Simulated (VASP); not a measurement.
# W (P2_1/m) in VASP: single point with PBEsol

Aim: the single point of W with PBEsol.

Program: VASP 6.6.1. These are calculated values, not measurements. Logs are shortened: lines on timing, memory, paths and dates and some standing lists are left out, and cuts for length are marked.

## 1. The cell of the first run

It takes space group P2_1/m (No. 11, monoclinic). The conventional cell has a = 2.871 Å, b = 2.871 Å, c = 12.234 Å, α = 90.00°, β = 95.39°, γ = 90.00°. W (site symmetry m) has 10 W at 2.50 to 2.87 Å within 3.3 Å. Within 3.8 Å of W (site symmetry m) lie 12 W at 2.87 Å. W (site symmetry m) has 12 W at 2.87 Å within 3.8 Å.

## 2. Single point, PBEsol (the part above a cut slid along it)

File INCAR:

```
PREC = Accurate ; ENCUT = 520
EDIFF = 1E-7 ; ISMEAR = 0
SIGMA = 0.15 ; LREAL = F
LASPH = T ; NELM = 100
ALGO = Fast ; ISIF = 2
LWAVE = F ; LCHARG = T
GGA = PS ; LELF = T
LVHAR = T ; NBANDS = 51
```

File KPOINTS:

```
Automatic mesh
0
Gamma
  16 16 4
```

File POSCAR:

```
W
1.0
   -2.0300000000     -2.0300000000      0.0000000000
    2.0300000000     -2.0300000000      0.0000000000
   -0.8120000000     -0.8120000000     12.1800000000
W
6
Direct
   -0.3666600000      0.0000000000      0.9166500000
    0.4666733333      0.5000000000      0.0833166667
   -0.0999933333      0.0000000000      0.2499833333
    0.3333400000      0.5000000000      0.4166500000
   -0.2333266667      0.0000000000      0.5833166667
    0.2000066667      0.5000000000      0.7499833333
```

Potentials or basis: VASP PAW PBE potentials, release 64 (W_sv).

Launch:

```console
$ cat potpaw_PBE.64/W_sv/POTCAR > POTCAR
$ mpirun -np 1 vasp_std > vasp.out
```

OUTCAR:

```text
PREC = Accurate
   ENCUT = 520
   EDIFF = 1E-7
   ISMEAR = 0
   LREAL = F
   LASPH = T
   NELM = 100
   ISIF = 2
   GGA = PS

 ion  position               nearest neighbor table
   1  0.633  0.000  0.917-   2 2.50   2 2.50   6 2.87   6 2.87   6 2.87   6 2.87
   2  0.467  0.500  0.083-   1 2.50   1 2.50   3 2.87   3 2.87   3 2.87   3 2.87
   3  0.900  0.000  0.250-   2 2.87   2 2.87   2 2.87   2 2.87   4 2.87   4 2.87   4 2.87   4 2.87

   4  0.333  0.500  0.417-   3 2.87   3 2.87   5 2.87   5 2.87   3 2.87   3 2.87   5 2.87   5 2.87

   5  0.767  0.000  0.583-   6 2.87   6 2.87   6 2.87   6 2.87   4 2.87   4 2.87   4 2.87   4 2.87

   6  0.200  0.500  0.750-   5 2.87   5 2.87   5 2.87   5 2.87   1 2.87   1 2.87   1 2.87   1 2.87

  LATTYP: Found a simple monoclinic cell.
 ALAT       =     2.8708535316
 B/A-ratio  =     1.0000000000
 C/A-ratio  =     4.2614551505
 COS(beta)  =    -0.0938646509

  Lattice vectors:

 A1 = (  -2.0300000000,  -2.0300000000,   0.0000000000)
 A2 = (  -2.0300000000,   2.0300000000,   0.0000000000)
 A3 = (   0.8120000000,   0.8120000000, -12.1800000000)

Analysis of symmetry for initial positions (statically):
=====================================================================
 Subroutine PRICEL returns:
 Original cell was already a primitive cell.

 Routine SETGRP: Setting up the symmetry group for a
 simple monoclinic supercell.

 Subroutine GETGRP returns: Found  4 space group operations
 (whereof  2 operations were pure point group operations)
 out of a pool of  4 trial point group operations.

The static configuration has the point symmetry C_1h.
 The point group associated with its full space group is C_2h.

Analysis of symmetry for dynamics (positions and initial velocities):
=====================================================================
 Subroutine PRICEL returns:
 Original cell was already a primitive cell.

 Routine SETGRP: Setting up the symmetry group for a
 simple monoclinic supercell.

 Subroutine GETGRP returns: Found  4 space group operations
 (whereof  2 operations were pure point group operations)
 out of a pool of  4 trial point group operations.

The dynamic configuration has the point symmetry C_1h.
 The point group associated with its full space group is C_2h.

 Subroutine INISYM returns: Found  4 space group operations
 (whereof  2 operations are pure point group operations),
 and found     1 'primitive' translations

----------------------------------------------------------------------------------------

                                     Primitive cell

  volume of cell :     100.3851

  direct lattice vectors                    reciprocal lattice vectors
    -2.030000000 -2.030000000  0.000000000    -0.246305419 -0.246305419 -0.032840722
     2.030000000 -2.030000000  0.000000000     0.246305419 -0.246305419  0.000000000
    -0.812000000 -0.812000000 12.180000000     0.000000000  0.000000000  0.082101806

  length of vectors
     2.870853532  2.870853532 12.234013569     0.349873165  0.348328464  0.082101806

  position of ions in fractional coordinates (direct lattice)
     0.633340000  0.000000000  0.916650000
     0.466673333  0.500000000  0.083316667
     0.900006667  0.000000000  0.249983333
     0.333340000  0.500000000  0.416650000
     0.766673333  0.000000000  0.583316667
     0.200006667  0.500000000  0.749983333

  ion indices of the primitive-cell ions
   primitive index   ion index
                 1           1
                 2           2
                 3           3
                 4           4
                 5           5
                 6           6

----------------------------------------------------------------------------------------

 KPOINTS: Automatic mesh

Automatic generation of k-mesh.
 Grid dimensions read from file:
 generate k-points for:   16   16    4

 Generating k-lattice:

  Cartesian coordinates                     Fractional coordinates (reciprocal lattice)
    -0.015394089 -0.015394089 -0.002052545     0.062500000  0.000000000 -0.000000000
     0.015394089 -0.015394089  0.000000000     0.000000000  0.062500000  0.000000000
     0.000000000  0.000000000  0.020525452     0.000000000  0.000000000  0.250000000

  Length of vectors
     0.021867073  0.021770529  0.020525452

  Shift w.r.t. Gamma in fractional coordinates (k-lattice)
     0.000000000  0.000000000  0.000000000

 Subroutine IBZKPT returns following result:
 ===========================================

 Found    306 irreducible k-points:

 Following reciprocal coordinates:
            Coordinates               Weight
  0.000000  0.000000  0.000000      1.000000
  0.062500  0.000000  0.000000      2.000000
  0.125000  0.000000  0.000000      2.000000
  0.187500  0.000000  0.000000      2.000000
  0.250000  0.000000  0.000000      2.000000
  0.312500  0.000000  0.000000      2.000000
[... 16 lines left out ...]
  0.250000  0.125000  0.000000      4.000000
  0.312500  0.125000  0.000000      4.000000
 [... further k-points ...]
   k-points           NKPTS =    306   k-points in BZ     NKDIM =    306   number of bands    NBANDS=     51
   number of dos      NEDOS =    301   number of ions     NIONS =      6
   total plane-waves  NPLWV =  55296
   dimension x,y,z NGX =    24 NGY =   24 NGZ =   96
   dimension x,y,z NGXF=    48 NGYF=   48 NGZF=  192
   ions per type =               6
   NGX,Y,Z   is equivalent  to a cutoff of  13.90, 13.90, 13.05 a.u.
   NGXF,Y,Z  is equivalent  to a cutoff of  27.80, 27.80, 26.09 a.u.
 SYSTEM =  unknown system
   PREC   = accura    normal or accurate (medium, high low for compatibility)
   ISTART =      0    job   : 0-new  1-cont  2-samecut
   ICHARG =      2    charge: 1-file 2-atom 10-const
   ISPIN  =      1    spin polarized calculation?
   LNONCOLLINEAR =      F non collinear calculations
   LSORBIT =      F    spin-orbit coupling
   LASPH  =      T    aspherical Exc in radial PAW
   ENCUT  =  520.0 eV  38.22 Ry    6.18 a.u.   5.34  5.34 22.75*2*pi/ulx,y,z
   NELM   =    100;   NELMIN=  2; NELMDL= -5     # of ELM steps
   EDIFF  = 0.1E-06   stopping-criterion for ELM
   LREAL  =      F    real-space projection
   EDIFFG = 0.1E-05   stopping-criterion for IOM
   NSW    =      0    number of steps for IOM
   IBRION =     -1    ionic relax: 0-MD 1-quasi-New 2-CG
   NFREE  =      0    steps in history (QN), initial steepest desc. (CG)
   ISIF   =      2    stress and relaxation
   ISYM   =      2    0-nonsym 1-usesym 2-fastsym
   POTIM  = 0.5000    time-step for ionic-motion
   TEBEG  =    0.0;   TEEND  =   0.0 temperature during run
   PSTRESS=    0.0 pullay stress
   NELECT =      84.0000    total number of electrons
   NUPDOWN=      -1.0000    fix difference up-down
   EMIN   =  10.00;   EMAX   =-10.00  energy-range for DOS
   EFERMI =   0.00;   METHOD = LEGACY
   ISMEAR =     0;   SIGMA  =   0.15  broadening in eV -4-tet -1-fermi 0-gaus
   EFERMI_NEDOS =   21; number of points for ismear=-14 and -15
   IALGO  =     68    algorithm
   IMIX   =      4    mixing-type and parameters
     AMIX     =   0.40;   BMIX     =  1.00
     AMIX_MAG =   1.60;   BMIX_MAG =  1.00
  volume/ion in A,a.u.               =      16.73       112.91
  Fermi-wavevector in a.u.,A,eV,Ry     =   1.542688  2.915258 32.380324  2.379887
  Thomas-Fermi vector in A             =   2.648457
   LORBIT       =      0    0 simple, 1 ext, 2 COOP (PROOUT), +10 PAW based schemes
   GGA     = PS    functional components
   LHFCALC =     F    Hartree Fock is set to
   AEXX    =    0.0000 exact exchange contribution
   IVDW    =     0    specifies the selected vdW correction
   LEPSILON=     F    determine dielectric tensor
   LRPA    =     F    only Hartree local field effects (RPA)
 non-spin polarized calculation
 RMM-DIIS sequential band-by-band and
 Gauss-broadening in eV      SIGMA  =   0.15
  energy-cutoff  :      520.00
  volume of cell :      100.39
 maximum number of plane-waves:      2734
 NGX is ok and might be reduce to    24
   NGX = 11   NGY = 11   NGZ = 45

 number of electron      83.9999992 magnetization

 Free energy of the ion-electron system (eV)
  ---------------------------------------------------
  ext. energy  EPLUGINS =         0.00000000
  ---------------------------------------------------
  free energy    TOTEN  =       -78.80387793 eV

  energy without entropy =      -78.71954535  energy(sigma->0) =      -78.76171164

 E-fermi :  10.0920     XC(G=0): -13.4214

 val. band max:       10.0914273606   @ k =   0.5000   0.1250   0.0000
 cond. band min:      10.0924621331   @ k =   0.4375   0.1250   0.0000
 fundamental gap:      0.0010347725
 Fermi energy:        10.0919989888

 k-point     1 :       0.0000    0.0000    0.0000
  band No.  band energies     occupation
      1     -63.5833      2.00000
      2     -63.5530      2.00000
      3     -63.5349      2.00000
      4     -63.4875      2.00000
      5     -63.4458      2.00000
      6     -63.3652      2.00000
[... 43 lines left out ...]
     50      12.9258      0.00000
     51      13.0751      0.00000

 k-point     2 :       0.0625    0.0000    0.0000
  band No.  band energies     occupation
      1     -63.5810      2.00000
      2     -63.5514      2.00000
      3     -63.5332      2.00000
      4     -63.4869      2.00000
      5     -63.4455      2.00000
      6     -63.3643      2.00000
[... 43 lines left out ...]
     50      12.7106      0.00000
     51      12.8191      0.00000

 k-point     3 :       0.1250    0.0000    0.0000
  band No.  band energies     occupation
      1     -63.5747      2.00000
      2     -63.5468      2.00000
      3     -63.5283      2.00000
      4     -63.4851      2.00000
      5     -63.4444      2.00000
      6     -63.3616      2.00000
[... 43 lines left out ...]
     50      12.4561      0.00000
     51      12.5257      0.00000
[... 1027 lines left out ...]
 k-point    23 :       0.2500    0.1250    0.0000
  band No.  band energies     occupation
      1     -63.5428      2.00000
      2     -63.5245      2.00000
      3     -63.5056      2.00000
      4     -63.4745      2.00000
      5     -63.4402      2.00000
      6     -63.3549      2.00000
[... 43 lines left out ...]
     50      12.1167      0.00000
     51      12.2420      0.00000

 k-point    24 :       0.3125    0.1250    0.0000
  band No.  band energies     occupation
      1     -63.5303      2.00000
      2     -63.5152      2.00000
      3     -63.4994      2.00000
      4     -63.4696      2.00000
      5     -63.4403      2.00000
      6     -63.3499      2.00000
[... 43 lines left out ...]
     50      12.4507      0.00000
     51      12.6679      0.00000

 [... further k-points ...]

------------------------ aborting loop because EDIFF is reached ----------------------------------------

  FORCE on cell =-STRESS in cart. coord.  units (eV):
  Direction    XX          YY          ZZ          XY          YZ          ZX
  --------------------------------------------------------------------------------------
  -------------------------------------------------------------------------------------
  Total       -5.5480028     -5.5480028     -1.7839233     -2.6137107      1.7948257      1.7948261
  in kB      -88.5478237    -88.5478237    -28.4719623    -41.7156230     28.6459684     28.6459737
  external PRESSURE =     -68.5225366 kB  Pullay stress =       0.0000000 kB

 VOLUME and BASIS-vectors are now :
 -----------------------------------------------------------------------------
  energy-cutoff  :      520.00
  volume of cell :      100.39
      direct lattice vectors                 reciprocal lattice vectors
    -2.030000000 -2.030000000  0.000000000    -0.246305419 -0.246305419 -0.032840722
     2.030000000 -2.030000000  0.000000000     0.246305419 -0.246305419  0.000000000
    -0.812000000 -0.812000000 12.180000000     0.000000000  0.000000000  0.082101806

 POSITION                                       TOTAL-FORCE (eV/Angst)
 -----------------------------------------------------------------------------------
     -2.03000     -2.03000     11.16480        -0.860071     -0.860071     -1.893712
      0.00000     -2.03000      1.01480         0.860071      0.860071      1.893712
     -2.03000     -2.03000      3.04480         0.068759      0.068759      0.250924
      0.00000     -2.03000      5.07480        -0.064805     -0.064805      0.089575
     -2.03000     -2.03000      7.10480         0.064805      0.064805     -0.089575
     -0.00000     -2.03000      9.13480        -0.068759     -0.068759     -0.250924
 -----------------------------------------------------------------------------------
    total drift:                               -0.000004     -0.000004     -0.000001

  FREE ENERGIE OF THE ION-ELECTRON SYSTEM (eV)
  ---------------------------------------------------
  free  energy   TOTEN  =       -78.8038779261 eV

  energy  without entropy=      -78.7195453524  energy(sigma->0) =      -78.76171164
```

It took 57 min on 1 thread of Oxide Virtual Turin-like, shared host; peak memory 0.97 GiB.

Results:

```yaml
Free_energy: -78.8039 eV
Pressure: -6.9 GPa
Largest_force: 2.251 eV/Å
Band_gap_on_the_k_mesh: zero (bands 42 and 43 overlap by 2.18 eV)
```

Forces on the atoms (eV/Å):
```
W   -0.860 -0.860 -1.894
W    0.860  0.860  1.894
W    0.069  0.069  0.251
W   -0.065 -0.065  0.090
W    0.065  0.065 -0.090
W   -0.069 -0.069 -0.251
```

Levels at points of the mesh, in eV from the Fermi level:
| k point | band 39 | band 40 | band 41 | band 42 | band 43 | band 44 | band 45 | band 46 |
| --- | --- | --- | --- | --- | --- | --- | --- | --- |
| (0.00, 0.00, 0.00) | -0.30 | 0.05 | 0.18 | 0.40 | 0.48 | 0.82 | 1.02 | 1.49 |
| (0.50, 0.00, 0.00) | -0.75 | -0.65 | -0.39 | -0.29 | -0.21 | 0.05 | 0.17 | 0.58 |
| (0.00, 0.50, 0.00) | -0.69 | -0.69 | -0.05 | -0.05 | 0.04 | 0.04 | 0.14 | 0.14 |
| (0.50, 0.50, 0.00) | -0.03 | -0.03 | 1.78 | 1.78 | 2.15 | 2.15 | 3.45 | 3.45 |
| (0.00, 0.00, 0.50) | -0.27 | -0.11 | 0.07 | 0.36 | 0.70 | 1.26 | 1.75 | 1.82 |
| (0.50, 0.00, 0.50) | -0.89 | -0.70 | -0.47 | -0.24 | -0.15 | 0.13 | 0.24 | 0.44 |
| (0.00, 0.50, 0.50) | -0.85 | -0.85 | -0.51 | -0.51 | -0.26 | -0.26 | 0.60 | 0.60 |
| (0.50, 0.50, 0.50) | 0.38 | 0.38 | 1.69 | 1.69 | 2.04 | 2.04 | 3.72 | 3.72 |

Caveat: the cell differs from its parent crystal (the part above a cut slid along it); the stress differs along the axes, from -9 to -3 GPa; the PAW data sets were made with another functional, which shifts forces and pressure a little; spin-orbit coupling is left out, which moves the levels of the heavy elements.
